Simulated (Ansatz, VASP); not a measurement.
## BN: VASP beside Ansatz

Contents of POSCAR:

```
BN
1.0
    2.1283929487      0.0000000000      0.0000000000
   -1.0641964744      1.8432423628      0.0000000000
    0.0000000000      0.0000000000      6.6612000000
B N
2 2
Direct
    0.3333333333      0.6666666667      0.2500000000
    0.6666666667      0.3333333333      0.7500000000
    0.3333333333      0.6666666667      0.7500000000
    0.6666666667      0.3333333333      0.2500000000
```

Contents of INCAR.step1:

```
ALGO = Normal ; EDIFF = 1E-4
ENCUT = 520 ; GGA = PE
ISMEAR = 0 ; LASPH = True
LCHARG = False ; LREAL = False
LWAVE = True ; NBANDS = 16
NELM = 80 ; PREC = Accurate
SIGMA = 0.05
```

File INCAR.step2:

```
ALGO = Normal ; EDIFF = 1E-7
ENCUT = 520 ; ISIF = 2
ISMEAR = 0 ; ISTART = 1
LASPH = True ; LCHARG = False
LMIXTAU = True ; LREAL = False
LWAVE = False ; METAGGA = R2SCAN
NBANDS = 16 ; NELM = 80
PREC = Accurate ; SIGMA = 0.05
```

The input KPOINTS:

```
k-points
0
Gamma
  12 12 4
```

Input for Ansatz:

```yaml
crystal:
  lattice:
    - [2.1283929487, 0.0, 0.0]
    - [-1.0641964744, 1.8432423628, 0.0]
    - [0.0, 0.0, 6.6612]
  atoms:
    - { symbol: B, position: [0.3333333333, 0.6666666667, 0.25] }
    - { symbol: B, position: [0.6666666667, 0.3333333333, 0.75] }
    - { symbol: "N", position: [0.3333333333, 0.6666666667, 0.75] }
    - { symbol: "N", position: [0.6666666667, 0.3333333333, 0.25] }
basis:
  ecutwfc: 500
kpoints:
  mp_grid: { grid: [12, 12, 4] }
hamiltonian:
  xc: r2scan
scf:
  occupations: { method: gaussian, width: 0.05 }
output:
  forces: true
  stress: true
  eigenvalues: true
```

Change from the starting cell: strain -0.1500 x Voigt [1, 1, 0, 0, 0, 0], atoms carried along.

Alike in both runs: task single point; functional r2SCAN; k mesh 12 × 12 × 4; occupations gaussian, width 0.05 eV; no spin polarisation.

|  | VASP | Ansatz |
| --- | --- | --- |
| version | VASP 6.6.1 | Ansatz 0.2.0 |
| potentials or method | VASP PAW PBE potentials, release 64 (B, N), cutoff 520 eV | scalar-relativistic, plane waves, PAW |
| valence electrons in the cell | 16 | 16 |

|  | VASP | Ansatz | Ansatz less VASP |
| --- | --- | --- | --- |
| gap on the k mesh at the Fermi level (eV) | 4.63 | 4.68 | +0.042 |
| least direct gap on the mesh (eV) | 5.08 | 5.12 | +0.047 |
| pressure (GPa) | 235.6 | 233.3 | -2.35 |
| traceless stress, the component that is largest in VASP (GPa) | -235.95 | -232.73 | +3.219 |

VASP's potentials were made for PBE, not for r2SCAN. Both programs put the cell under a high pressure, so it lies far from rest at this level.

Noted on VASP's run: the cell as given lies far from equilibrium.
